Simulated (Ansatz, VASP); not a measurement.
**Al in VASP and in Ansatz**

```
Al
1.0
    -1.56182    1.56182    1.56182
     1.56182   -1.56182    1.56182
     1.56182    1.56182   -1.56182
Al
1
Direct
  0.00000 0.00000 0.00000
```

Alike in both runs: task single point; functional r2SCAN; k mesh 18 × 18 × 18; occupations gaussian, width 0.1 eV; no spin polarisation.

|  | VASP | Ansatz |
| --- | --- | --- |
| version | VASP 6.6.1 | Ansatz 0.2.0 |
| potentials or method | VASP PAW PBE potentials, release 64 (Al), cutoff 520 eV | scalar-relativistic, plane waves, PAW |
| valence electrons in the cell | 3 | 3 |

|  | VASP | Ansatz | Ansatz less VASP |
| --- | --- | --- | --- |
| gap on the k mesh at the Fermi level (eV) | none | none | - |
| pressure (GPa) | 5.4 | 5.8 | +0.36 |

VASP's potentials were made for PBE, not for r2SCAN. A gap of «none» marks a metal or a gap that the smearing closes.
